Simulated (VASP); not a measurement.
HgTe: relaxation of cell and atoms with PBE

HgTe:

```
CELL_PARAMETERS angstrom
0.00000 3.18000 3.18000
3.18000 0.00000 3.18000
3.18000 3.18000 0.00000
ATOMIC_POSITIONS crystal
Hg 0.00000 0.00000 0.00000
Te 0.50000 0.50000 0.50000
```

| Property | Result |
| --- | --- |
| Program | VASP 6.6.1 |
| Task | relaxation of cell and atoms |
| Functional | PBE |
| Potentials or basis | VASP PAW PBE potentials, release 64 (Hg, Te) |
| Cutoff | 600 eV |
| k mesh | 9 × 9 × 9 |
| Occupations | fermi-dirac, width 0.1 eV |
| Spin | no spin polarisation |
| Dipole correction | no |
| Further INCAR settings | ALGO = Normal; EDIFF = 1e-07; IBRION = 2; EDIFFG = -0.01; NSW = 80; ISIF = 3 |

```yaml
Relaxed_volume: 29.06 Å³/atom
Relaxed_cell: a = 4.348 Å, b = 4.348 Å, c = 4.348 Å, α = 60.00°, β = 60.00°, γ = 60.00°
Space_group_after_relaxing_to_0.05_Å: Fm-3m (No. 225)
Energy_gained_by_relaxing: 38.2 meV/atom
Ionic_steps: 3
Pressure_after_relaxing: 0.0 GPa
Band_gap_on_the_k_mesh: zero (band 9 reaches 4.37 eV, above the bottom of band 10 at 2.00 eV)
```

Step by step:
```
step  energy change (eV)  largest force (eV/Å)  pressure (GPa)  volume (Å³)
   1              0.0000                0.0000           -3.53        64.31
   2             -0.0762                0.0000            0.15        57.93
   3             -0.0763                0.0000            0.00        58.12
```

Final structure:
```xyz
2
Lattice="0.0000 3.0745 3.0745 3.0745 0.0000 3.0745 3.0745 3.0745 0.0000" Properties=species:S:1:pos:R:3 pbc="T T T"
Hg    0.0000    0.0000    0.0000
Te    3.0745    3.0745    3.0745
```

Levels at points of the mesh, in eV from the Fermi level:
```csv
k point,band 6,band 7,band 8,band 9,band 10,band 11,band 12,band 13
"(0.00, 0.00, 0.00)",-6.56,-1.05,-0.67,-0.67,-0.67,7.62,7.62,7.62
```

It took 35 s on 1 thread of Intel(R) Xeon(R) 6975P-C (Granite Rapids), on a shared host, peak memory 0.23 GiB.

Caveat: spin-orbit coupling is left out, which moves the levels of the heavy elements.
